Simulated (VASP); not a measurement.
Write the native input for VASP 6.6.1 that does the following.

| Property | Result |
| --- | --- |
| Task | single point |
| Functional | PBEsol |
| Potentials or basis | VASP PAW PBE potentials, release 64 (Al, Ni) |
| Cutoff | 600 eV |
| k mesh | 6 × 6 × 6 |
| Occupations | gaussian, width 0.1 eV |
| Spin | no spin polarisation |
| Dipole correction | no |
| Further INCAR settings | ALGO = Normal; EDIFF = 1e-06; NBANDS = 14 |

The structure of AlNi lies in POSCAR:

```
AlNi
1.0
    2.8597112900      0.0000000000      0.0000000000
    0.0000000000      2.8597112900      0.0000000000
    0.0000000000      0.0000000000      2.8597112900
Al Ni
1 1
Direct
    0.5000000000      0.5000000000      0.5000000000
    0.0000000000      0.0000000000      0.0000000000
```

These files were run (other wordings do the same):

INCAR

```
SYSTEM = AlNi
PREC     = Accurate       ! precision mode
ENCUT    = 600            ! plane-wave cutoff, eV
EDIFF    = 1E-6           ! SCF threshold, eV
ISMEAR   = 0              ! smearing method
SIGMA    = 0.1            ! smearing width, eV
LREAL    = .False.        ! projectors in reciprocal space
LASPH    = .True.         ! aspherical terms in the spheres
NELM     = 120            ! most SCF steps
ALGO     = Normal         ! electronic algorithm
ISIF     = 2              ! what is computed and relaxed
LWAVE    = .False.        ! write WAVECAR
LCHARG   = .False.        ! write CHGCAR
GGA      = PS             ! functional
NBANDS   = 14             ! bands
GGA_COMPAT= .False.
```

KPOINTS

```
Automatic mesh
0
Gamma
  6 6 6
  0 0 0
```

Potentials or basis: VASP PAW PBE potentials, release 64 (Al, Ni).

Launch:

```sh
$ cat potpaw_PBE.64/Al/POTCAR potpaw_PBE.64/Ni/POTCAR > POTCAR
$ mpirun -np 1 vasp_std > vasp.out
```

It gave:

The pressure is 0.8 GPa.

Caveat: the k points lie up to 0.37 Å⁻¹ apart; the PAW data sets were made with another functional, which shifts forces and pressure a little.

Wall time 4.3 s on 1 thread of Intel(R) Xeon(R) 6975P-C (Granite Rapids) (shared host), peak memory 0.14 GiB.
